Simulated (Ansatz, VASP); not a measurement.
## Ca3H in VASP and in Ansatz

File INCAR:

```
PREC = Accurate
ENCUT = 520
EDIFF = 1E-6
ISMEAR = 0
SIGMA = 0.1
LREAL = False
LASPH = True
NELM = 100
ALGO = Normal
ISIF = 2
LWAVE = False
LCHARG = False
GGA = PE
NBANDS = 24
```

Contents of KPOINTS:

```
Automatic mesh
0
Gamma
  6 6 6
```

Contents of POSCAR:

```
Ca3H
1.0
   -2.1683824204      2.1683824204      4.8436594325
    2.1683824204     -2.1683824204      4.8436594325
    2.1683824204      2.1683824204     -4.8436594325
Ca H
3 1
Direct
    0.5000000000      0.5000000000      0.0000000000
    0.2500000000      0.7500000000      0.5000000000
    0.7500000000      0.2500000000      0.5000000000
    0.0000000000      0.0000000000      0.0000000000
```

Input for Ansatz:

```yaml
crystal:
  lattice:
    - [-2.1683824204, 2.1683824204, 4.8436594325]
    - [2.1683824204, -2.1683824204, 4.8436594325]
    - [2.1683824204, 2.1683824204, -4.8436594325]
  atoms:
    - { symbol: Ca, position: [0.5, 0.5, 0.0] }
    - { symbol: Ca, position: [0.25, 0.75, 0.5] }
    - { symbol: Ca, position: [0.75, 0.25, 0.5] }
    - { symbol: H, position: [0.0, 0.0, 0.0] }
basis:
  ecutwfc: 420
kpoints:
  mp_grid: { grid: [6, 6, 6] }
hamiltonian:
  xc: pbe
scf:
  occupations: { method: gaussian, width: 0.1 }
  lower_state_search: "off"
output:
  forces: true
  stress: true
  eigenvalues: true
```

Alike in both runs: task single point; functional PBE; k mesh 6 × 6 × 6; occupations gaussian, width 0.1 eV; no spin polarisation.

|  | VASP | Ansatz |
| --- | --- | --- |
| version | VASP 6.6.1 | Ansatz 0.2.0 |
| potentials or method | VASP PAW PBE potentials, release 64 (Ca_sv, H), cutoff 520 eV | scalar-relativistic, plane waves, PAW |
| valence electrons in the cell | 31 | 31 |

```tsv
	VASP	Ansatz	Ansatz less VASP
gap on the k mesh at the Fermi level (eV)	none	none	-
pressure (GPa)	11.8	11.7	-0.03
traceless stress, the component that is largest in VASP (GPa)	1.88	1.90	+0.014
```

A gap of «none» marks a metal or a gap that the smearing closes.
